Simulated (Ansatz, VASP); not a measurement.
# HfO2: VASP beside Ansatz

File INCAR:

```
SYSTEM = HfO2
PREC = Accurate
ENCUT = 520
EDIFF = 1E-6
ISMEAR = 0
SIGMA = 0.05
LREAL = .False.
LASPH = .True.
NELM = 80
ALGO = Normal
ISIF = 2
LWAVE = .False.
LCHARG = .False.
GGA = PE
NBANDS = 31
```

File KPOINTS:

```
regular mesh
0
Gamma
  6 6 8
  0 0 0
```

Contents of POSCAR:

```
HfO2
1.0
    0.0000000000     -2.5488057612     -2.5488057612
   -2.5488057612      0.0000000000     -2.5488057612
    2.5488057612      2.5488057612     -5.0976115224
Hf O
2 4
Direct
   -0.0040043334     -0.0040043334      0.0000000716
    0.5040043334      0.5040043334      0.4999999284
    0.1253934134      0.1253934134      0.6249999586
    0.6246065866      0.6246065866      0.1250000414
    0.3746065866      0.3746065866      0.8750000414
    0.8753934134      0.8753934134      0.3749999586
```

Input for Ansatz:

```yaml
crystal:
  lattice:
    - [0.0, -2.5488057612, -2.5488057612]
    - [-2.5488057612, 0.0, -2.5488057612]
    - [2.5488057612, 2.5488057612, -5.0976115224]
  atoms:
    - { symbol: Hf, position: [-0.0040043334, -0.0040043334, 7.16e-08] }
    - { symbol: Hf, position: [0.5040043334, 0.5040043334, 0.4999999284] }
    - { symbol: O, position: [0.1253934134, 0.1253934134, 0.6249999586] }
    - { symbol: O, position: [0.6246065866, 0.6246065866, 0.1250000414] }
    - { symbol: O, position: [0.3746065866, 0.3746065866, 0.8750000414] }
    - { symbol: O, position: [0.8753934134, 0.8753934134, 0.3749999586] }
basis:
  ecutwfc: 420
kpoints:
  mp_grid: { grid: [6, 6, 8] }
hamiltonian:
  xc: pbe
scf:
  occupations: { method: gaussian, width: 0.05 }
output:
  forces: true
  stress: true
  eigenvalues: true
```

Change from the starting cell: mode 4 (81.9 1/cm) frozen in, largest displacement +0.025 Å.

Alike in both runs: task single point; functional PBE; k mesh 6 × 6 × 8; occupations gaussian, width 0.05 eV; no spin polarisation.

|  | VASP | Ansatz |
| --- | --- | --- |
| version | VASP 6.6.1 | Ansatz 0.2.0 |
| potentials or method | VASP PAW PBE potentials, release 64 (Hf_pv, O), cutoff 520 eV | scalar-relativistic, plane waves, PAW |
| valence electrons in the cell | 44 | 76 |

Ansatz gave:

| Item | Value |
| --- | --- |
| gap on the k mesh at the Fermi level (eV) | 3.75 |
| least direct gap on the mesh (eV) | 3.75 |
| pressure (GPa) | 0.0 |
| rms of the force components (eV/Å) | 0.037 |

**Question.** Estimate VASP's values.

**Answer.** gap on the k mesh at the Fermi level (eV): 3.76; least direct gap on the mesh (eV): 3.76; pressure (GPa): -3.6; rms of the force components (eV/Å): 0.035.

Atom by atom the forces differ by 0.004 eV/Å (rms over components). VASP's potentials hold 44 valence electrons a cell and Ansatz's 76, so a difference there can come from the potentials and not from the codes.

Spin-orbit coupling is off throughout.
